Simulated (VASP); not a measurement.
# Nd (Fm-3m) in VASP: density of states with PBE

Aim: the density of states of Nd with PBE.

Everything below comes from runs of VASP 6.6.1. Logs are shortened: lines on timing, memory, paths and dates and some standing lists are left out, and cuts for length are marked.

## Step 1: The cell of the first run

It takes space group Fm-3m (No. 225, cubic). The conventional cell has a = 5.252 Å, b = 5.252 Å, c = 5.252 Å, α = 90.00°, β = 90.00°, γ = 90.00°. Within 4.9 Å of Nd (site symmetry m-3m) lie 12 Nd at 3.71 Å.

## Step 2: Density of states, PBE, collinear spin, ferromagnetic start

Contents of POSCAR:

```
Nd
1.0
    0.0000000000      2.6258682222      2.6258682222
    2.6258682222      0.0000000000      2.6258682222
    2.6258682222      2.6258682222      0.0000000000
Nd
1
Direct
    0.0000000000      0.0000000000      0.0000000000
```

Contents of INCAR.step1:

```
SYSTEM = Nd
  PREC = Accurate
  ENCUT = 520
  EDIFF = 1E-6
  ISMEAR = 0
  SIGMA = 0.05
  LREAL = .FALSE.
  LASPH = .TRUE.
  NELM = 150
  ALGO = Normal
  ISIF = 2
  LWAVE = .FALSE.
  LCHARG = .TRUE.
  ISPIN = 2
  MAGMOM = 4.11
  LMAXMIX = 6
  GGA = PE
  NBANDS = 17
```

Contents of KPOINTS.step1:

```
Automatic mesh
0
G
  14 14 14
  0 0 0
```

Contents of INCAR.step2:

```
SYSTEM = Nd
  PREC = Accurate
  ENCUT = 520
  EDIFF = 1E-6
  ISMEAR = -5
  SIGMA = 0.05
  LREAL = .FALSE.
  LASPH = .TRUE.
  NELM = 150
  ALGO = Normal
  ISIF = 2
  LWAVE = .FALSE.
  LCHARG = .FALSE.
  ISPIN = 2
  MAGMOM = 4.11
  LORBIT = 11
  LMAXMIX = 6
  GGA = PE
  NEDOS = 2001
  ICHARG = 11
```

Contents of KPOINTS.step2:

```
Automatic mesh
0
G
  21 21 21
  0 0 0
```

Potentials or basis: VASP PAW PBE potentials, release 64 (Nd).

On the command line:

```sh
> cat potpaw_PBE.64/Nd/POTCAR > POTCAR
> cp INCAR.step1 INCAR
> cp KPOINTS.step1 KPOINTS
> mpirun -np 1 vasp_std > vasp.out
> cp INCAR.step2 INCAR
> cp KPOINTS.step2 KPOINTS
> mpirun -np 1 vasp_std > vasp.out
```

OUTCAR:

```text
SYSTEM = Nd
   PREC = Accurate
   ENCUT = 520
   EDIFF = 1E-6
   ISMEAR = -5
   LREAL = .FALSE.
   LASPH = .TRUE.
   NELM = 150
   ISIF = 2
   ISPIN = 2
   LORBIT = 11
   GGA = PE
   ICHARG = 11

 ion  position               nearest neighbor table
   1  0.000  0.000  0.000-

  LATTYP: Found a face centered cubic cell.
 ALAT       =     5.2517364444

  Lattice vectors:

 A1 = (   0.0000000000,   2.6258682222,   2.6258682222)
 A2 = (   2.6258682222,   0.0000000000,   2.6258682222)
 A3 = (   2.6258682222,   2.6258682222,   0.0000000000)

Analysis of symmetry for initial positions (statically):
=====================================================================
 Subroutine PRICEL returns:
 Original cell was already a primitive cell.

 Routine SETGRP: Setting up the symmetry group for a
 face centered cubic supercell.

 Subroutine GETGRP returns: Found 48 space group operations
 (whereof 48 operations were pure point group operations)
 out of a pool of 48 trial point group operations.

The static configuration has the point symmetry O_h .

Analysis of symmetry for dynamics (positions and initial velocities):
=====================================================================
 Subroutine PRICEL returns:
 Original cell was already a primitive cell.

 Routine SETGRP: Setting up the symmetry group for a
 face centered cubic supercell.

 Subroutine GETGRP returns: Found 48 space group operations
 (whereof 48 operations were pure point group operations)
 out of a pool of 48 trial point group operations.

The dynamic configuration has the point symmetry O_h .

Analysis of structural, dynamic, and magnetic symmetry:
=====================================================================
 Subroutine PRICEL returns:
 Original cell was already a primitive cell.

 Routine SETGRP: Setting up the symmetry group for a
 face centered cubic supercell.

 Subroutine GETGRP returns: Found 48 space group operations
 (whereof 48 operations were pure point group operations)
 out of a pool of 48 trial point group operations.

The overall configuration has the point symmetry O_h .

 Subroutine INISYM returns: Found 48 space group operations
 (whereof 48 operations are pure point group operations),
 and found     1 'primitive' translations

----------------------------------------------------------------------------------------

                                     Primitive cell

  volume of cell :      36.2117

  direct lattice vectors                    reciprocal lattice vectors
     0.000000000  2.625868222  2.625868222    -0.190413211  0.190413211  0.190413211
     2.625868222  0.000000000  2.625868222     0.190413211 -0.190413211  0.190413211
[... 118 lines left out ...]
  energy-cutoff  :      520.00
  volume of cell :       36.21
 maximum number of plane-waves:       990

 number of electron      14.0000004 magnetization       4.1918171

 Free energy of the ion-electron system (eV)
  ---------------------------------------------------
  ext. energy  EPLUGINS =         0.00000000
  ---------------------------------------------------
  free energy    TOTEN  =        -6.48855417 eV

  energy without entropy =       -6.48855417  energy(sigma->0) =       -6.48855417

 E-fermi :   4.3007     XC(G=0):  -9.6303

 val. band max:        4.3112621486   @ k =  -0.3810   0.2381   0.0476
 cond. band min:       4.2967983518   @ k =   0.3333   0.1429   0.0000
 fundamental gap:     -0.0144637969
 Fermi energy:         4.3007226647

 spin component 1

 k-point     1 :       0.0000    0.0000    0.0000
  band No.  band energies     occupation
      1     -33.0812      1.00000
      2     -13.8144      1.00000
      3     -13.8144      1.00000
      4     -13.8144      1.00000
      5       0.2483      1.00000
      6       4.0126      1.00000
      7       4.0126      1.00000
      8       4.0127      1.00000
      9       4.4753      0.00000
     10       4.4753      0.00000
     11       4.4758      0.00000
     12       4.5172      0.00000
     13       5.8355      0.00000
[... 356 lines left out ...]
      2     -14.7199      1.00000
      3     -13.9565      1.00000
      4     -13.9277      1.00000
      5       2.3124      1.00000
      6       3.7655      1.00000
      7       3.7674      1.00000
      8       4.0089      1.00000
      9       4.2951      0.85942
     10       4.6520      0.00000
     11       4.6622      0.00000
     12       4.7294      0.00000
     13       5.7480      0.00000

 [... further k-points ...]

 spin component 2

 k-point     1 :       0.0000    0.0000    0.0000
  band No.  band energies     occupation
      1     -31.4246      1.00000
      2     -12.4783      1.00000
      3     -12.4783      1.00000
      4     -12.4783      1.00000
      5       1.1863      1.00000
      6       5.9824      0.00000
      7       6.1960      0.00000
      8       6.1960      0.00000
      9       6.1961      0.00000
     10       6.8719      0.00000
     11       6.8720      0.00000
     12       6.8962      0.00000
     13       7.3020      0.00000
[... 356 lines left out ...]
      2     -13.4398      1.00000
      3     -12.6262      1.00000
      4     -12.5953      1.00000
      5       3.3498      1.00000
      6       5.8071      0.00000
      7       6.0865      0.00000
      8       6.3416      0.00000
      9       6.3632      0.00000
     10       6.7115      0.00000
     11       6.7193      0.00000
     12       6.9816      0.00000
     13       6.9903      0.00000

 [... further k-points ...]
[... 5 lines left out ...]
  --------------------------------------------------------------------------------------
  -------------------------------------------------------------------------------------
  Total       -0.3986578     -0.3986578     -0.3986578      0.0000000      0.0000000     -0.0000000
  in kB      -17.6385180    -17.6385180    -17.6385180      0.0000000      0.0000000     -0.0000000
  external PRESSURE =     -17.6385180 kB  Pullay stress =       0.0000000 kB

 VOLUME and BASIS-vectors are now :
 -----------------------------------------------------------------------------
  energy-cutoff  :      520.00
  volume of cell :       36.21
      direct lattice vectors                 reciprocal lattice vectors
     0.000000000  2.625868222  2.625868222    -0.190413211  0.190413211  0.190413211
     2.625868222  0.000000000  2.625868222     0.190413211 -0.190413211  0.190413211
     2.625868222  2.625868222  0.000000000     0.190413211  0.190413211 -0.190413211

 POSITION                                       TOTAL-FORCE (eV/Angst)
 -----------------------------------------------------------------------------------
      0.00000      0.00000      0.00000         0.000000      0.000000      0.000000
 -----------------------------------------------------------------------------------
    total drift:                                0.000000     -0.000000     -0.000000

  FREE ENERGIE OF THE ION-ELECTRON SYSTEM (eV)
  ---------------------------------------------------
  free  energy   TOTEN  =        -6.4885541742 eV

  energy  without entropy=       -6.4885541742  energy(sigma->0) =       -6.48855417

 total charge

# of ion       s       p       d       f       tot
--------------------------------------------------
    1        2.024   5.372   0.526   3.274  11.196

 magnetization (x)

# of ion       s       p       d       f       tot
--------------------------------------------------
    1       -0.006  -0.094   0.231   3.254   3.385
```

OUTCAR.step1:

```text
SYSTEM = Nd
   PREC = Accurate
   ENCUT = 520
   EDIFF = 1E-6
   ISMEAR = 0
   LREAL = .FALSE.
   LASPH = .TRUE.
   NELM = 150
[... 1197 lines left out ...]
 -----------------------------------------------------------------------------------
      0.00000      0.00000      0.00000         0.000000      0.000000      0.000000
 -----------------------------------------------------------------------------------
    total drift:                               -0.000000     -0.000000     -0.000000

  FREE ENERGIE OF THE ION-ELECTRON SYSTEM (eV)
  ---------------------------------------------------
  free  energy   TOTEN  =        -6.4922228792 eV

  energy  without entropy=       -6.4879161215  energy(sigma->0) =       -6.49006950
```

Wall time 3.8 min (1 thread of Intel Xeon 6975P-C (Granite Rapids), shared host); peak memory 0.35 GiB.

Results:

| Quantity | Value |
| --- | --- |
| Net moment | 4.19 μB per cell |
| Site moments | Nd +3.38 μB |
| Valence electrons inside the program's atomic spheres | Nd 11.20 |

Caveat: the magnetic or orbital state may not be the lowest; spin-orbit coupling is left out, which moves the levels of the heavy elements; tetrahedron occupations give inexact forces and stress in metals. The state reached can hang on the start; a lower one may exist.
